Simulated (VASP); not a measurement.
# GaN (Fm-3m) in VASP: further runs, part 2 of 2

VASP 6.6.1. Earlier steps stand in the parts before.

## 4. Single point, PBE

The input, INCAR:

```
PREC = Accurate
ENCUT = 520
EDIFF = 1E-6
ISMEAR = -1
SIGMA = 0.02
LREAL = F
LASPH = T
NELM = 60
ALGO = Normal
ISIF = 2
LWAVE = F
LCHARG = F
GGA = PE
NBANDS = 16
```

The input, KPOINTS:

```
Automatic mesh
0
Gamma
  4 4 4
```

The input, POSCAR:

```
GaN
1.0
    0.0000000000      1.9925000000      1.9925000000
    1.9925000000      0.0000000000      1.9925000000
    1.9925000000      1.9925000000      0.0000000000
Ga N
1 1
Direct
    0.5000000000      0.5000000000      0.5000000000
    0.0000000000      0.0000000000      0.0000000000
```

Potentials or basis: VASP PAW PBE potentials, release 64 (Ga_d, N).

Run with:

```console
$ cat potpaw_PBE.64/Ga_d/POTCAR potpaw_PBE.64/N/POTCAR > POTCAR
$ mpirun -np 1 vasp_std > vasp.out
```

OUTCAR:

```text
PREC = Accurate
   ENCUT = 520
   EDIFF = 1E-6
   ISMEAR = -1
   LREAL = F
   LASPH = T
   NELM = 60
   ISIF = 2
   GGA = PE

 ion  position               nearest neighbor table
   1  0.500  0.500  0.500-   2 1.99   2 1.99   2 1.99   2 1.99   2 1.99   2 1.99
   2  0.000  0.000  0.000-   1 1.99   1 1.99   1 1.99   1 1.99   1 1.99   1 1.99

  LATTYP: Found a face centered cubic cell.
 ALAT       =     3.9850000000

  Lattice vectors:

 A1 = (   0.0000000000,   1.9925000000,   1.9925000000)
 A2 = (   1.9925000000,   0.0000000000,   1.9925000000)
 A3 = (   1.9925000000,   1.9925000000,   0.0000000000)

Analysis of symmetry for initial positions (statically):
=====================================================================
 Subroutine PRICEL returns:
 Original cell was already a primitive cell.

 Routine SETGRP: Setting up the symmetry group for a
 face centered cubic supercell.

 Subroutine GETGRP returns: Found 48 space group operations
 (whereof 48 operations were pure point group operations)
 out of a pool of 48 trial point group operations.

The static configuration has the point symmetry O_h .

Analysis of symmetry for dynamics (positions and initial velocities):
=====================================================================
 Subroutine PRICEL returns:
 Original cell was already a primitive cell.

 Routine SETGRP: Setting up the symmetry group for a
 face centered cubic supercell.

 Subroutine GETGRP returns: Found 48 space group operations
 (whereof 48 operations were pure point group operations)
 out of a pool of 48 trial point group operations.

The dynamic configuration has the point symmetry O_h .

 Subroutine INISYM returns: Found 48 space group operations
 (whereof 48 operations are pure point group operations),
 and found     1 'primitive' translations

----------------------------------------------------------------------------------------

                                     Primitive cell

  volume of cell :      15.8207

  direct lattice vectors                    reciprocal lattice vectors
     0.000000000  1.992500000  1.992500000    -0.250941029  0.250941029  0.250941029
     1.992500000  0.000000000  1.992500000     0.250941029 -0.250941029  0.250941029
     1.992500000  1.992500000  0.000000000     0.250941029  0.250941029 -0.250941029

  length of vectors
     2.817820523  2.817820523  2.817820523     0.434642612  0.434642612  0.434642612

  position of ions in fractional coordinates (direct lattice)
     0.500000000  0.500000000  0.500000000
     0.000000000  0.000000000  0.000000000

  ion indices of the primitive-cell ions
   primitive index   ion index
                 1           1
                 2           2

----------------------------------------------------------------------------------------

 KPOINTS: Automatic mesh

Automatic generation of k-mesh.
 Grid dimensions read from file:
 generate k-points for:    4    4    4

 Generating k-lattice:

  Cartesian coordinates                     Fractional coordinates (reciprocal lattice)
    -0.062735257  0.062735257  0.062735257     0.250000000  0.000000000  0.000000000
     0.062735257 -0.062735257  0.062735257     0.000000000  0.250000000  0.000000000
     0.062735257  0.062735257 -0.062735257     0.000000000  0.000000000  0.250000000

  Length of vectors
     0.108660653  0.108660653  0.108660653

  Shift w.r.t. Gamma in fractional coordinates (k-lattice)
     0.000000000  0.000000000  0.000000000

 Subroutine IBZKPT returns following result:
 ===========================================

 Found      8 irreducible k-points:

 Following reciprocal coordinates:
            Coordinates               Weight
  0.000000  0.000000  0.000000      1.000000
  0.250000  0.000000  0.000000      8.000000
  0.500000  0.000000  0.000000      4.000000
  0.250000  0.250000  0.000000      6.000000
  0.500000  0.250000  0.000000     24.000000
 -0.250000  0.250000  0.000000     12.000000
  0.500000  0.500000  0.000000      3.000000
 -0.250000  0.500000  0.250000      6.000000
   k-points           NKPTS =      8   k-points in BZ     NKDIM =      8   number of bands    NBANDS=     16
   number of dos      NEDOS =    301   number of ions     NIONS =      2
   total plane-waves  NPLWV =  13824
   dimension x,y,z NGX =    24 NGY =   24 NGZ =   24
   dimension x,y,z NGXF=    48 NGYF=   48 NGZF=   48
   ions per type =               1   1
   NGX,Y,Z   is equivalent  to a cutoff of  14.16, 14.16, 14.16 a.u.
   NGXF,Y,Z  is equivalent  to a cutoff of  28.32, 28.32, 28.32 a.u.
 SYSTEM =  unknown system
   PREC   = accura    normal or accurate (medium, high low for compatibility)
   ISTART =      0    job   : 0-new  1-cont  2-samecut
   ICHARG =      2    charge: 1-file 2-atom 10-const
   ISPIN  =      1    spin polarized calculation?
   LNONCOLLINEAR =      F non collinear calculations
   LSORBIT =      F    spin-orbit coupling
   LASPH  =      T    aspherical Exc in radial PAW
   ENCUT  =  520.0 eV  38.22 Ry    6.18 a.u.   5.24  5.24  5.24*2*pi/ulx,y,z
   NELM   =     60;   NELMIN=  2; NELMDL= -5     # of ELM steps
   EDIFF  = 0.1E-05   stopping-criterion for ELM
   LREAL  =      F    real-space projection
   EDIFFG = 0.1E-04   stopping-criterion for IOM
   NSW    =      0    number of steps for IOM
   IBRION =     -1    ionic relax: 0-MD 1-quasi-New 2-CG
   NFREE  =      0    steps in history (QN), initial steepest desc. (CG)
   ISIF   =      2    stress and relaxation
   ISYM   =      2    0-nonsym 1-usesym 2-fastsym
   POTIM  = 0.5000    time-step for ionic-motion
   TEBEG  =    0.0;   TEEND  =   0.0 temperature during run
   PSTRESS=    0.0 pullay stress
   NELECT =      18.0000    total number of electrons
   NUPDOWN=      -1.0000    fix difference up-down
   EMIN   =  10.00;   EMAX   =-10.00  energy-range for DOS
   EFERMI =   0.00;   METHOD = LEGACY
   ISMEAR =    -1;   SIGMA  =   0.02  broadening in eV -4-tet -1-fermi 0-gaus
   EFERMI_NEDOS =   21; number of points for ismear=-14 and -15
   IALGO  =     38    algorithm
   IMIX   =      4    mixing-type and parameters
     AMIX     =   0.40;   BMIX     =  1.00
     AMIX_MAG =   1.60;   BMIX_MAG =  1.00
  volume/ion in A,a.u.               =       7.91        53.38
  Fermi-wavevector in a.u.,A,eV,Ry     =   1.709060  3.229655 39.741073  2.920886
  Thomas-Fermi vector in A             =   2.787614
   LORBIT       =      0    0 simple, 1 ext, 2 COOP (PROOUT), +10 PAW based schemes
   GGA     = PE    functional components
   LHFCALC =     F    Hartree Fock is set to
   AEXX    =    0.0000 exact exchange contribution
   IVDW    =     0    specifies the selected vdW correction
   LEPSILON=     F    determine dielectric tensor
   LRPA    =     F    only Hartree local field effects (RPA)
 non-spin polarized calculation
  energy-cutoff  :      520.00
  volume of cell :       15.82
 maximum number of plane-waves:       444
 NGX is ok and might be reduce to    24
   NGX = 11   NGY = 11   NGZ = 11

 number of electron      17.9999999 magnetization

 Free energy of the ion-electron system (eV)
  ---------------------------------------------------
  ext. energy  EPLUGINS =         0.00000000
  ---------------------------------------------------
  free energy    TOTEN  =       -10.40683780 eV

  energy without entropy =      -10.40683780  energy(sigma->0) =      -10.40683780

 E-fermi :  10.7263     XC(G=0): -14.1120

 val. band max:       10.2353702813   @ k =   0.5000   0.0000   0.0000
 cond. band min:      12.1148154345   @ k =   0.5000   0.5000   0.0000
 fundamental gap:      1.8794451532
 Fermi energy:        10.7263272097

 k-point     1 :       0.0000    0.0000    0.0000
  band No.  band energies     occupation
      1      -8.8991      2.00000
      2      -3.7219      2.00000
      3      -3.7219      2.00000
      4      -3.7219      2.00000
      5      -3.5708      2.00000
      6      -3.5708      2.00000
[... 8 lines left out ...]
     15      28.8571      0.00000
     16      28.8571      0.00000
[... 115 lines left out ...]
 k-point     8 :      -0.2500    0.5000    0.2500
  band No.  band energies     occupation
      1      -5.9746      2.00000
      2      -3.7632      2.00000
      3      -3.7632      2.00000
      4      -3.7390      2.00000
      5      -3.2691      2.00000
      6      -0.5132      2.00000
[... 8 lines left out ...]
     15      31.2203      0.00000
     16      41.8700      0.00000

------------------------ aborting loop because EDIFF is reached ----------------------------------------

  FORCE on cell =-STRESS in cart. coord.  units (eV):
  Direction    XX          YY          ZZ          XY          YZ          ZX
  --------------------------------------------------------------------------------------
  -------------------------------------------------------------------------------------
  Total        6.9004457      6.9004457      6.9004457      0.0000000      0.0000000     -0.0000000
  in kB      698.8158372    698.8158372    698.8158372      0.0000000      0.0000000     -0.0000000
  external PRESSURE =     698.8158372 kB  Pullay stress =       0.0000000 kB

 VOLUME and BASIS-vectors are now :
 -----------------------------------------------------------------------------
  energy-cutoff  :      520.00
  volume of cell :       15.82
      direct lattice vectors                 reciprocal lattice vectors
     0.000000000  1.992500000  1.992500000    -0.250941029  0.250941029  0.250941029
     1.992500000  0.000000000  1.992500000     0.250941029 -0.250941029  0.250941029
     1.992500000  1.992500000  0.000000000     0.250941029  0.250941029 -0.250941029

 POSITION                                       TOTAL-FORCE (eV/Angst)
 -----------------------------------------------------------------------------------
      1.99250      1.99250      1.99250        -0.000000     -0.000000     -0.000000
      0.00000      0.00000      0.00000         0.000000      0.000000      0.000000
 -----------------------------------------------------------------------------------
    total drift:                                0.000000     -0.000000      0.000000

  FREE ENERGIE OF THE ION-ELECTRON SYSTEM (eV)
  ---------------------------------------------------
  free  energy   TOTEN  =       -10.4068378032 eV

  energy  without entropy=      -10.4068378032  energy(sigma->0) =      -10.40683780
```

OSZICAR:

```text
N       E                     dE             d eps       ncg     rms          rms(c)
DAV:   1     0.673933244581E+02    0.67393E+02   -0.91887E+03   280   0.218E+03
DAV:   2    -0.918833590715E+01   -0.76582E+02   -0.73134E+02   280   0.307E+02
DAV:   3    -0.125428005569E+02   -0.33545E+01   -0.33420E+01   272   0.556E+01
DAV:   4    -0.125693351900E+02   -0.26535E-01   -0.26533E-01   336   0.522E+00
DAV:   5    -0.125695715268E+02   -0.23634E-03   -0.23634E-03   272   0.464E-01    0.808E+00
DAV:   6    -0.104440836280E+02    0.21255E+01   -0.39338E+00   368   0.467E+01    0.256E+00
DAV:   7    -0.104214287557E+02    0.22655E-01   -0.40445E-01   280   0.594E+00    0.169E+00
DAV:   8    -0.104088513869E+02    0.12577E-01   -0.26775E-02   328   0.344E+00    0.318E-01
DAV:   9    -0.104068621673E+02    0.19892E-02   -0.71847E-03   336   0.291E+00    0.802E-02
DAV:  10    -0.104068334140E+02    0.28753E-04   -0.39224E-04   320   0.235E-01    0.408E-02
DAV:  11    -0.104068400298E+02   -0.66158E-05   -0.10952E-04   304   0.187E-01    0.276E-02
DAV:  12    -0.104068379332E+02    0.20966E-05   -0.11600E-05   280   0.404E-02    0.112E-02
DAV:  13    -0.104068378032E+02    0.12997E-06   -0.41062E-07   224   0.789E-03
   1 F= -.10406838E+02 E0= -.10406838E+02  d E =-.278811E-11
```

It took 2.3 s on 1 thread of Intel Xeon 6975P-C (Granite Rapids), shared host; peak memory 0.13 GiB.

What came out:

| Item | Value |
| --- | --- |
| Free energy | -10.4068 eV |
| Pressure | 69.9 GPa |
| Band gap on the k mesh | 1.88 eV, indirect (least direct gap 5.18 eV) |

Levels at points of the mesh, in eV from the valence-band top:
| k point | band 7 | band 8 | band 9 | band 10 | band 11 | band 12 |
| --- | --- | --- | --- | --- | --- | --- |
| (0.00, 0.00, 0.00) | -0.60 | -0.60 | -0.60 | 4.58 | 15.89 | 15.89 |
| (0.50, 0.00, 0.00) | -9.07 | 0.00 | 0.00 | 5.57 | 10.22 | 10.22 |
| (0.50, 0.50, 0.00) | -8.51 | -3.65 | -3.65 | 1.88 | 8.11 | 13.93 |

Caveat: the k points lie up to 0.68 Å⁻¹ apart.

## 5. Summary

| cell | k mesh | gap on the mesh (eV) | pressure (GPa) |
| --- | --- | --- | --- |
| a = 2.818 Å, angles 60.0°, 2 atoms | 13 × 13 × 13 | 1.91 | 70.3 |
| a = 2.855 Å, angles 60.0°, 2 atoms | 13 × 13 × 13 | 1.63 | 52.4 |
| a = 2.818 Å, angles 60.0°, 2 atoms | 4 × 4 × 4 | 1.88 | 69.9 |

Alike in all rows: task single point; level PBE; potentials or basis VASP PAW PBE potentials, release 64 (Ga_d, N); no spin polarisation; cutoff (eV) 520; smearing fermi-dirac 0.02 eV.

Caveats: some runs use coarse meshes.

Total energies depend on the potentials used, so only differences within one code and one set of settings carry meaning.
